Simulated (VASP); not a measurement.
# GaP (F-43m) in VASP: settings compared

Aim: see how the results for GaP move with the level of theory and the settings. Levels: PBEsol, PBEsol+D3(BJ). Tasks: single point.

Program: VASP 6.6.1. These are calculated values, not measurements. Logs are shortened: lines on timing, memory, paths and dates and some standing lists are left out, and cuts for length are marked.

### Step 1. The cell of the first run

It takes space group F-43m (No. 216, cubic). The conventional cell has a = 5.451 Å, b = 5.451 Å, c = 5.451 Å, α = 90.00°, β = 90.00°, γ = 90.00°. Ga (site symmetry -43m) has 4 P at 2.36 Å within 3.1 Å. P (site symmetry -43m) has 4 Ga at 2.36 Å within 3.1 Å.

### Step 2. Single point, PBEsol

Contents of INCAR:

```
SYSTEM = GaP
PREC     = Accurate       ! precision mode
ENCUT    = 500            ! plane-wave cutoff, eV
EDIFF    = 1E-6           ! SCF threshold, eV
ISMEAR   = 0              ! smearing method
SIGMA    = 0.05           ! smearing width, eV
LREAL    = .False.        ! projectors in reciprocal space
LASPH    = .True.         ! aspherical terms in the spheres
NELM     = 120            ! most SCF steps
ALGO     = Normal         ! electronic algorithm
ISIF     = 2              ! what is computed and relaxed
LWAVE    = .False.        ! write WAVECAR
LCHARG   = .False.        ! write CHGCAR
GGA      = PS             ! functional
NBANDS   = 16             ! bands
GGA_COMPAT= .False.
```

Contents of KPOINTS:

```
regular mesh
0
Gamma
  6 6 6
  0 0 0
```

Contents of POSCAR:

```
GaP
1.0
    0.0000000000      2.7253992957      2.7253992957
    2.7253992957      0.0000000000      2.7253992957
    2.7253992957      2.7253992957      0.0000000000
Ga P
1 1
Direct
    0.0000000000      0.0000000000      0.0000000000
    0.2500000000      0.2500000000      0.2500000000
```

Potentials or basis: VASP PAW PBE potentials, release 64 (Ga_d, P).

On the command line:

```bash
cat potpaw_PBE.64/Ga_d/POTCAR potpaw_PBE.64/P/POTCAR > POTCAR
mpirun -np 1 vasp_std > vasp.out
```

OUTCAR:

```text
SYSTEM = GaP
   PREC = Accurate
   ENCUT = 500
   EDIFF = 1E-6
   ISMEAR = 0
   LREAL = .False.
   LASPH = .True.
   NELM = 120
   ISIF = 2
   GGA = PS

 ion  position               nearest neighbor table
   1  0.000  0.000  0.000-   2 2.36   2 2.36   2 2.36   2 2.36
   2  0.250  0.250  0.250-   1 2.36   1 2.36   1 2.36   1 2.36

  LATTYP: Found a face centered cubic cell.
 ALAT       =     5.4507985914

  Lattice vectors:

 A1 = (   0.0000000000,   2.7253992957,   2.7253992957)
 A2 = (   2.7253992957,   0.0000000000,   2.7253992957)
 A3 = (   2.7253992957,   2.7253992957,   0.0000000000)

Analysis of symmetry for initial positions (statically):
=====================================================================
 Subroutine PRICEL returns:
 Original cell was already a primitive cell.

 Routine SETGRP: Setting up the symmetry group for a
 face centered cubic supercell.

 Subroutine GETGRP returns: Found 24 space group operations
 (whereof 24 operations were pure point group operations)
 out of a pool of 48 trial point group operations.

The static configuration has the point symmetry T_d .

Analysis of symmetry for dynamics (positions and initial velocities):
=====================================================================
 Subroutine PRICEL returns:
 Original cell was already a primitive cell.

 Routine SETGRP: Setting up the symmetry group for a
 face centered cubic supercell.

 Subroutine GETGRP returns: Found 24 space group operations
 (whereof 24 operations were pure point group operations)
 out of a pool of 48 trial point group operations.

The dynamic configuration has the point symmetry T_d .

 Subroutine INISYM returns: Found 24 space group operations
 (whereof 24 operations are pure point group operations),
 and found     1 'primitive' translations

----------------------------------------------------------------------------------------

                                     Primitive cell

  volume of cell :      40.4874

  direct lattice vectors                    reciprocal lattice vectors
     0.000000000  2.725399296  2.725399296    -0.183459356  0.183459356  0.183459356
     2.725399296  0.000000000  2.725399296     0.183459356 -0.183459356  0.183459356
     2.725399296  2.725399296  0.000000000     0.183459356  0.183459356 -0.183459356

  length of vectors
     3.854296647  3.854296647  3.854296647     0.317760926  0.317760926  0.317760926

  position of ions in fractional coordinates (direct lattice)
     0.000000000  0.000000000  0.000000000
     0.250000000  0.250000000  0.250000000

  ion indices of the primitive-cell ions
   primitive index   ion index
                 1           1
                 2           2

----------------------------------------------------------------------------------------

 KPOINTS: regular mesh

Automatic generation of k-mesh.
 Grid dimensions read from file:
 generate k-points for:    6    6    6

 Generating k-lattice:

  Cartesian coordinates                     Fractional coordinates (reciprocal lattice)
    -0.030576559  0.030576559  0.030576559     0.166666667  0.000000000  0.000000000
     0.030576559 -0.030576559  0.030576559     0.000000000  0.166666667  0.000000000
     0.030576559  0.030576559 -0.030576559     0.000000000  0.000000000  0.166666667

  Length of vectors
     0.052960154  0.052960154  0.052960154

  Shift w.r.t. Gamma in fractional coordinates (k-lattice)
     0.000000000  0.000000000  0.000000000

 Subroutine IBZKPT returns following result:
 ===========================================

 Found     16 irreducible k-points:

 Following reciprocal coordinates:
            Coordinates               Weight
  0.000000  0.000000  0.000000      1.000000
  0.166667  0.000000  0.000000      8.000000
  0.333333  0.000000  0.000000      8.000000
  0.500000  0.000000  0.000000      4.000000
  0.166667  0.166667  0.000000      6.000000
  0.333333  0.166667  0.000000     24.000000
[... 8 lines left out ...]
 -0.333333  0.333333  0.166667     24.000000
 -0.333333  0.500000  0.166667     12.000000
   k-points           NKPTS =     16   k-points in BZ     NKDIM =     16   number of bands    NBANDS=     16
   number of dos      NEDOS =    301   number of ions     NIONS =      2
   total plane-waves  NPLWV =  21952
   dimension x,y,z NGX =    28 NGY =   28 NGZ =   28
   dimension x,y,z NGXF=    56 NGYF=   56 NGZF=   56
   ions per type =               1   1
   NGX,Y,Z   is equivalent  to a cutoff of  12.08, 12.08, 12.08 a.u.
   NGXF,Y,Z  is equivalent  to a cutoff of  24.15, 24.15, 24.15 a.u.
 SYSTEM =  GaP
   PREC   = accura    normal or accurate (medium, high low for compatibility)
   ISTART =      0    job   : 0-new  1-cont  2-samecut
   ICHARG =      2    charge: 1-file 2-atom 10-const
   ISPIN  =      1    spin polarized calculation?
   LNONCOLLINEAR =      F non collinear calculations
   LSORBIT =      F    spin-orbit coupling
   LASPH  =      T    aspherical Exc in radial PAW
   ENCUT  =  500.0 eV  36.75 Ry    6.06 a.u.   7.03  7.03  7.03*2*pi/ulx,y,z
   NELM   =    120;   NELMIN=  2; NELMDL= -5     # of ELM steps
   EDIFF  = 0.1E-05   stopping-criterion for ELM
   LREAL  =      F    real-space projection
   EDIFFG = 0.1E-04   stopping-criterion for IOM
   NSW    =      0    number of steps for IOM
   IBRION =     -1    ionic relax: 0-MD 1-quasi-New 2-CG
   NFREE  =      0    steps in history (QN), initial steepest desc. (CG)
   ISIF   =      2    stress and relaxation
   ISYM   =      2    0-nonsym 1-usesym 2-fastsym
   POTIM  = 0.5000    time-step for ionic-motion
   TEBEG  =    0.0;   TEEND  =   0.0 temperature during run
   PSTRESS=    0.0 pullay stress
   NELECT =      18.0000    total number of electrons
   NUPDOWN=      -1.0000    fix difference up-down
   EMIN   =  10.00;   EMAX   =-10.00  energy-range for DOS
   EFERMI =   0.00;   METHOD = LEGACY
   ISMEAR =     0;   SIGMA  =   0.05  broadening in eV -4-tet -1-fermi 0-gaus
   EFERMI_NEDOS =   21; number of points for ismear=-14 and -15
   IALGO  =     38    algorithm
   IMIX   =      4    mixing-type and parameters
     AMIX     =   0.40;   BMIX     =  1.00
     AMIX_MAG =   1.60;   BMIX_MAG =  1.00
  volume/ion in A,a.u.               =      20.24       136.61
  Fermi-wavevector in a.u.,A,eV,Ry     =   1.249469  2.361154 21.241049  1.561173
[... 47 lines left out ...]
      2      -9.9664      2.00000
      3      -9.9664      2.00000
      4      -9.8738      2.00000
      5      -9.8738      2.00000
      6      -7.5920      2.00000
[... 8 lines left out ...]
     15      13.4799      0.00000
     16      14.4148      0.00000

 k-point     3 :       0.3333    0.0000    0.0000
  band No.  band energies     occupation
      1     -10.0380      2.00000
      2      -9.9537      2.00000
      3      -9.9537      2.00000
      4      -9.8703      2.00000
      5      -9.8703      2.00000
      6      -6.6360      2.00000
[... 8 lines left out ...]
     15      14.1614      0.00000
     16      14.1614      0.00000

 k-point     4 :       0.5000    0.0000    0.0000
  band No.  band energies     occupation
      1     -10.0564      2.00000
      2      -9.9494      2.00000
      3      -9.9494      2.00000
      4      -9.8665      2.00000
      5      -9.8665      2.00000
      6      -5.8597      2.00000
[... 8 lines left out ...]
     15      16.2374      0.00000
     16      16.2374      0.00000

 k-point     5 :       0.1667    0.1667    0.0000
  band No.  band energies     occupation
      1     -10.0113      2.00000
      2      -9.9585      2.00000
      3      -9.9585      2.00000
      4      -9.8815      2.00000
      5      -9.8684      2.00000
      6      -7.4731      2.00000
[... 8 lines left out ...]
     15      14.7760      0.00000
     16      15.2385      0.00000

 k-point     6 :       0.3333    0.1667    0.0000
  band No.  band energies     occupation
      1     -10.0419      2.00000
      2      -9.9474      2.00000
      3      -9.9439      2.00000
      4      -9.8852      2.00000
      5      -9.8639      2.00000
      6      -6.7048      2.00000
[... 8 lines left out ...]
     15      15.2766      0.00000
     16      16.0519      0.00000

 k-point     7 :       0.5000    0.1667    0.0000
  band No.  band energies     occupation
      1     -10.0595      2.00000
      2      -9.9444      2.00000
      3      -9.9380      2.00000
      4      -9.8782      2.00000
      5      -9.8642      2.00000
      6      -5.7182      2.00000
[... 8 lines left out ...]
     15      16.2530      0.00000
     16      16.7209      0.00000

 k-point     8 :      -0.3333    0.1667    0.0000
  band No.  band energies     occupation
      1     -10.0521      2.00000
      2      -9.9464      2.00000
      3      -9.9428      2.00000
      4      -9.8729      2.00000
      5      -9.8707      2.00000
      6      -6.0088      2.00000
[... 8 lines left out ...]
     15      15.2289      0.00000
     16      16.8969      0.00000

 k-point     9 :      -0.1667    0.1667    0.0000
  band No.  band energies     occupation
      1     -10.0244      2.00000
      2      -9.9570      2.00000
      3      -9.9537      2.00000
      4      -9.8777      2.00000
      5      -9.8699      2.00000
      6      -7.0276      2.00000
[... 8 lines left out ...]
     15      14.7523      0.00000
     16      16.0469      0.00000

 k-point    10 :       0.3333    0.3333    0.0000
  band No.  band energies     occupation
      1     -10.0684      2.00000
      2      -9.9256      2.00000
      3      -9.9256      2.00000
      4      -9.9002      2.00000
      5      -9.8574      2.00000
      6      -6.1708      2.00000
[... 8 lines left out ...]
     15      15.9716      0.00000
     16      18.8303      0.00000

 k-point    11 :       0.5000    0.3333    0.0000
  band No.  band energies     occupation
      1     -10.0789      2.00000
      2      -9.9236      2.00000
      3      -9.9173      2.00000
      4      -9.8991      2.00000
      5      -9.8572      2.00000
      6      -5.2960      2.00000
[... 8 lines left out ...]
     15      16.4808      0.00000
     16      17.7861      0.00000

 k-point    12 :      -0.3333    0.3333    0.0000
  band No.  band energies     occupation
      1     -10.0680      2.00000
      2      -9.9358      2.00000
      3      -9.9241      2.00000
      4      -9.8852      2.00000
      5      -9.8669      2.00000
      6      -5.1890      2.00000
[... 8 lines left out ...]
     15      14.0961      0.00000
     16      19.4724      0.00000

 k-point    13 :       0.5000    0.5000    0.0000
  band No.  band energies     occupation
      1     -10.0923      2.00000
      2      -9.9105      2.00000
      3      -9.9085      2.00000
      4      -9.9085      2.00000
      5      -9.8520      2.00000
      6      -4.9476      2.00000
[... 8 lines left out ...]
     15      16.9867      0.00000
     16      17.5176      0.00000

 k-point    14 :       0.5000    0.3333    0.1667
  band No.  band energies     occupation
      1     -10.0613      2.00000
      2      -9.9398      2.00000
      3      -9.9285      2.00000
      4      -9.8884      2.00000
      5      -9.8630      2.00000
      6      -5.8520      2.00000
[... 8 lines left out ...]
     15      16.3091      0.00000
     16      17.7999      0.00000

 k-point    15 :      -0.3333    0.3333    0.1667
  band No.  band energies     occupation
      1     -10.0673      2.00000
      2      -9.9398      2.00000
      3      -9.9217      2.00000
      4      -9.8850      2.00000
      5      -9.8662      2.00000
      6      -5.1865      2.00000
[... 8 lines left out ...]
     15      16.9827      0.00000
     16      17.2846      0.00000

 k-point    16 :      -0.3333    0.5000    0.1667
  band No.  band energies     occupation
      1     -10.0782      2.00000
      2      -9.9283      2.00000
      3      -9.9138      2.00000
      4      -9.8949      2.00000
      5      -9.8606      2.00000
      6      -4.8762      2.00000
[... 8 lines left out ...]
     15      16.4598      0.00000
     16      18.1541      0.00000

------------------------ aborting loop because EDIFF is reached ----------------------------------------

  FORCE on cell =-STRESS in cart. coord.  units (eV):
  Direction    XX          YY          ZZ          XY          YZ          ZX
  --------------------------------------------------------------------------------------
  -------------------------------------------------------------------------------------
  Total       -0.1609553     -0.1609553     -0.1609553      0.0000000      0.0000000      0.0000000
  in kB       -6.3693557     -6.3693557     -6.3693557      0.0000000      0.0000000      0.0000000
  external PRESSURE =      -6.3693557 kB  Pullay stress =       0.0000000 kB

 VOLUME and BASIS-vectors are now :
 -----------------------------------------------------------------------------
  energy-cutoff  :      500.00
  volume of cell :       40.49
      direct lattice vectors                 reciprocal lattice vectors
     0.000000000  2.725399296  2.725399296    -0.183459356  0.183459356  0.183459356
     2.725399296  0.000000000  2.725399296     0.183459356 -0.183459356  0.183459356
     2.725399296  2.725399296  0.000000000     0.183459356  0.183459356 -0.183459356

 POSITION                                       TOTAL-FORCE (eV/Angst)
 -----------------------------------------------------------------------------------
      0.00000      0.00000      0.00000         0.000000     -0.000000     -0.000000
      1.36270      1.36270      1.36270        -0.000000      0.000000      0.000000
 -----------------------------------------------------------------------------------
    total drift:                                0.000001      0.000001      0.000001

  FREE ENERGIE OF THE ION-ELECTRON SYSTEM (eV)
  ---------------------------------------------------
  free  energy   TOTEN  =        -9.9056058953 eV

  energy  without entropy=       -9.9056058953  energy(sigma->0) =       -9.90560590
```

Wall time 7.3 s (1 thread of Intel Xeon 6975P-C (Granite Rapids), shared host); peak memory 0.15 GiB.

What came out:

```yaml
Free_energy: -9.9056 eV
Pressure: -0.6 GPa
Band_gap_on_the_k_mesh: 1.51 eV, indirect (least direct gap 1.75 eV)
```

Levels at points of the mesh, in eV from the valence-band top:
```tsv
k point	band 5	band 6	band 7	band 8	band 9	band 10	band 11	band 12	band 13	band 14
(0.00, 0.00, 0.00)	-14.45	-12.52	0.00	0.00	0.00	1.75	3.82	3.82	3.82	8.56
(0.50, 0.00, 0.00)	-14.44	-10.43	-6.70	-1.13	-1.13	1.58	4.65	4.65	8.08	10.74
(0.50, 0.50, 0.00)	-14.43	-9.52	-6.81	-2.71	-2.71	1.51	1.71	10.54	10.54	11.08
```

Caveat: the PAW data sets were made with another functional, which shifts forces and pressure a little. Expect the measured gap to be larger: semilocal functionals such as PBEsol lack the derivative discontinuity.

### Step 3. Single point, PBEsol

Contents of INCAR:

```
PREC     = Accurate       # precision mode
ENCUT    = 500            # plane-wave cutoff, eV
EDIFF    = 1E-6           # SCF threshold, eV
ISMEAR   = 0              # smearing method
SIGMA    = 0.01           # smearing width, eV
LREAL    = False          # projectors in reciprocal space
LASPH    = True           # aspherical terms in the spheres
NELM     = 120            # most SCF steps
ALGO     = Normal         # electronic algorithm
ISIF     = 2              # what is computed and relaxed
LWAVE    = False          # write WAVECAR
LCHARG   = False          # write CHGCAR
GGA      = PS             # functional
NBANDS   = 16             # bands
GGA_COMPAT= False
```

Contents of KPOINTS:

```
regular mesh
0
Gamma
  6 6 6
```

POSCAR is that of step 2.

Potentials or basis: VASP PAW PBE potentials, release 64 (Ga_d, P).

On the command line:

```bash
cat potpaw_PBE.64/Ga_d/POTCAR potpaw_PBE.64/P/POTCAR > POTCAR
mpirun -np 1 vasp_std > vasp.out
```

Run time: 5.2 s. Hardware: 1 thread of Intel Xeon 6975P-C (Granite Rapids), shared host; peak memory 0.15 GiB.

The run converged. Its results:

* Free energy: -9.9056 eV
* Pressure: -0.6 GPa
* Band gap on the k mesh: 1.51 eV, indirect (least direct gap 1.75 eV)

Levels at points of the mesh, in eV from the valence-band top:
```csv
k point,band 6,band 7,band 8,band 9,band 10,band 11,band 12,band 13
"(0.00, 0.00, 0.00)",-12.52,0.00,0.00,0.00,1.75,3.82,3.82,3.82
"(0.50, 0.00, 0.00)",-10.43,-6.70,-1.13,-1.13,1.58,4.65,4.65,8.08
"(0.50, 0.50, 0.00)",-9.52,-6.81,-2.71,-2.71,1.51,1.71,10.54,10.54
```

Caveat: the PAW data sets were made with another functional, which shifts forces and pressure a little.

### Step 4. Single point, PBEsol+D3(BJ)

Contents of INCAR:

```
PREC = Accurate ; ENCUT = 500
EDIFF = 1E-6 ; ISMEAR = 0
SIGMA = 0.01 ; LREAL = False
LASPH = True ; NELM = 120
ALGO = Normal ; ISIF = 2
LWAVE = False ; LCHARG = False
GGA = PS ; IVDW = 12
NBANDS = 16 ; GGA_COMPAT = False
```

KPOINTS is that of step 3.

POSCAR is that of step 3.

On the command line:

```bash
cat potpaw_PBE.64/Ga_d/POTCAR potpaw_PBE.64/P/POTCAR > POTCAR
mpirun -np 1 vasp_std > vasp.out
```

It took 5.5 s on 1 thread of Intel Xeon 6975P-C (Granite Rapids), shared host; peak memory 0.16 GiB.

The run converged. Its results:

```
Free energy                : -10.4681 eV
Pressure                   : -2.8 GPa
Band gap on the k mesh     : 1.51 eV, indirect (least direct gap 1.75 eV)
Dispersion energy per atom : -0.281 eV
```

Levels at points of the mesh, in eV from the valence-band top:
```
           k point  band 6  band 7  band 8  band 9  band 10  band 11  band 12  band 13
(0.00, 0.00, 0.00)  -12.52    0.00    0.00    0.00     1.75     3.82     3.82     3.82
(0.50, 0.00, 0.00)  -10.43   -6.70   -1.13   -1.13     1.58     4.65     4.65     8.08
(0.50, 0.50, 0.00)   -9.52   -6.81   -2.71   -2.71     1.51     1.71    10.54    10.54
```

Caveat: the PAW data sets were made with another functional, which shifts forces and pressure a little.

### Step 5. Single point, PBEsol

Contents of INCAR:

```
SYSTEM = GaP
PREC = Accurate
ENCUT = 500
EDIFF = 1E-6
ISMEAR = 0
SIGMA = 0.01
LREAL = .FALSE.
LASPH = .TRUE.
NELM = 120
ALGO = Normal
ISIF = 2
LWAVE = .FALSE.
LCHARG = .FALSE.
GGA = PS
NBANDS = 16
ISYM = 0
GGA_COMPAT = .FALSE.
```

Contents of KPOINTS:

```
Automatic mesh
0
Gamma
  6 6 6
  0 0 0.5
```

POSCAR is that of step 4.

On the command line:

```bash
cat potpaw_PBE.64/Ga_d/POTCAR potpaw_PBE.64/P/POTCAR > POTCAR
mpirun -np 1 vasp_std > vasp.out
```

It took 90 s on 1 thread of Intel Xeon 6975P-C (Granite Rapids), shared host; peak memory 0.36 GiB.

The run converged. Its results:

```
Free energy            : -9.9231 eV
Pressure               : -0.7 GPa
Band gap on the k mesh : 1.76 eV, indirect (least direct gap 2.36 eV)
```

Levels at points of the mesh, in eV from the valence-band top:
```tsv
k point	band 5	band 6	band 7	band 8	band 9	band 10	band 11	band 12	band 13	band 14
(0.00, 0.00, 0.08)	-14.33	-12.32	-0.81	0.00	0.00	2.36	4.11	4.11	4.13	9.14
```

Caveat: the PAW data sets were made with another functional, which shifts forces and pressure a little. A k mesh can miss the band edges.

### Step 6. Summary

| level | k mesh | smearing | gap on the mesh (eV) | pressure (GPa) |
| --- | --- | --- | --- | --- |
| PBEsol | 6 × 6 × 6 | gaussian 0.05 eV | 1.51 | -0.6 |
| PBEsol | 6 × 6 × 6 | gaussian 0.01 eV | 1.51 | -0.6 |
| PBEsol+D3(BJ) | 6 × 6 × 6 | gaussian 0.01 eV | 1.51 | -2.8 |
| PBEsol | 6 × 6 × 6, shifted | gaussian 0.01 eV | 1.76 | -0.7 |

Alike in all rows: task single point; potentials or basis VASP PAW PBE potentials, release 64 (Ga_d, P); no spin polarisation; cell as given; cutoff (eV) 500.

On the cell as given the gap runs from 1.51 eV (PBEsol) to 1.76 eV (PBEsol). The pressure there spans -2.8 GPa (PBEsol+D3(BJ)) to -0.6 GPa (PBEsol); a positive pressure means that this level wants a larger cell, a negative one a smaller.

Caveats: the PAW data sets were made with another functional, which shifts forces and pressure a little.

Total energies depend on the potentials used, so only differences within one code and one set of settings carry meaning.
